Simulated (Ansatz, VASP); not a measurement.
# Two plane-wave programs on B

```
B
1.0
     4.01152    0.00000    0.00000
     0.00000    4.01152    0.00000
     0.00000    0.00000    1.86080
B
4
Direct
  0.30700 0.00000 0.75000
  0.69300 0.00000 0.25000
  0.00000 0.30700 0.00000
  0.00000 0.69300 0.50000
```

Alike in both runs: functional PBE; k mesh 12 × 12 × 24; occupations gaussian, width 0.1 eV; no spin polarisation.

Ansatz relaxed the structure, and its values are those at the end. VASP's run is a single point on that final structure, the one shown.

|  | VASP | Ansatz |
| --- | --- | --- |
| version | VASP 6.6.1 | Ansatz 0.2.0 |
| potentials or method | VASP PAW PBE potentials, release 64 (B), cutoff 520 eV | scalar-relativistic, plane waves, PAW |
| valence electrons in the cell | 12 | 12 |

```csv
,VASP,Ansatz,Ansatz less VASP
gap on the k mesh at the Fermi level (eV),none,none,-
pressure (GPa),0.0,0.0,+0.03
```

A gap of «none» marks a metal or a gap that the smearing closes. With one functional, cell and mesh, what is left measures potentials, basis and numerics.
